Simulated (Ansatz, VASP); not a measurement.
# AlCu: VASP beside Ansatz

```
Al Cu
1.0
     2.93146    0.00000    0.00000
     0.00000    2.93146    0.00000
     0.00000    0.00000    2.93146
Al Cu
1 1
Direct
  0.97405 0.00000 0.00000
  0.51102 0.50000 0.50000
```

Change from the starting cell: mode 4 frozen in at -0.077 Å, equal normal strain along x, y and z -0.0083.

Alike in both runs: task single point; functional PBEsol; k mesh 16 × 16 × 16; occupations gaussian, width 0.15 eV; no spin polarisation.

```csv
,VASP,Ansatz
version,VASP 6.6.1,Ansatz 0.2.0
potentials or method,"VASP PAW PBE potentials, release 64 (Al, Cu), cutoff 520 eV","scalar-relativistic, plane waves, PAW"
valence electrons in the cell,14,22
```

Ansatz gave:

* gap on the k mesh at the Fermi level (eV): none
* pressure (GPa): 4.1
* traceless stress, the component that is largest in VASP (GPa): -0.39
* rms of the force components (eV/Å): 0.311

Q: What did VASP give for the same quantities?

A: gap on the k mesh at the Fermi level (eV): none; pressure (GPa): 4.2; traceless stress, the component that is largest in VASP (GPa): -0.40; rms of the force components (eV/Å): 0.313.

VASP's potentials were made for PBE, not for PBEsol, and Ansatz warns of the same on its side. Atom by atom the forces differ by 0.002 eV/Å (rms over components). A gap of «none» marks a metal or a gap that the smearing closes. With one functional, cell and mesh, what is left measures potentials, basis and numerics. VASP's potentials hold 14 valence electrons a cell and Ansatz's 22, so a difference there can come from the potentials and not from the codes.
